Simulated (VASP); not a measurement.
MgO: single point with r2SCAN

**The experiment to reproduce.**

“Electronic structure of alkaline earth and post-transition metal oxides”, 2009, arxiv:0908.1581 quotes, for a bulk crystal of MgO: band gap 7.83 eV.

MgO:

```
Mg O
1.0
     0.00000    2.10217    2.10217
     2.10217    0.00000    2.10217
     2.10217    2.10217    0.00000
Mg O
1 1
Cartesian
  0.0000 0.0000 0.0000
  2.1022 2.1022 2.1022
```

```yaml
Program: VASP 6.6.1
Task: single point
Functional: r2SCAN
Potentials_or_basis: VASP PAW PBE potentials, release 64 (Mg_sv, O)
Cutoff: 920 eV
k_mesh: 8 × 8 × 8
Occupations: gaussian, width 0.2 eV
Spin: no spin polarisation
```

```json
{
  "Pressure": "0.5 GPa",
  "Band gap on the k mesh": "5.70 eV"
}
```

Levels at points of the mesh, in eV from the valence-band top:
```tsv
k point	band 5	band 6	band 7	band 8	band 9	band 10	band 11	band 12
(0.00, 0.00, 0.00)	-18.22	0.00	0.00	0.00	5.70	16.89	16.89	16.89
(0.50, 0.00, 0.00)	-16.92	-4.62	-0.68	-0.68	8.87	13.91	17.57	17.57
(0.50, 0.50, 0.00)	-16.71	-4.09	-1.37	-1.37	10.05	11.22	14.38	20.55
```

Wall time 54 s on 1 thread of Intel(R) Xeon(R) Platinum 8488C (Sapphire Rapids) (shared host), peak memory 0.18 GiB.

Measured gap of MgO: 7.83 eV (quoted in “Electronic structure of alkaline earth and post-transition metal oxides”, 2009, arxiv:0908.1581). This calculation gives 5.70 eV (-2.13 eV). The value is that of r2SCAN, without temperature or zero-point motion.

Caveat: the PAW data sets were made with another functional, which shifts forces and pressure a little.
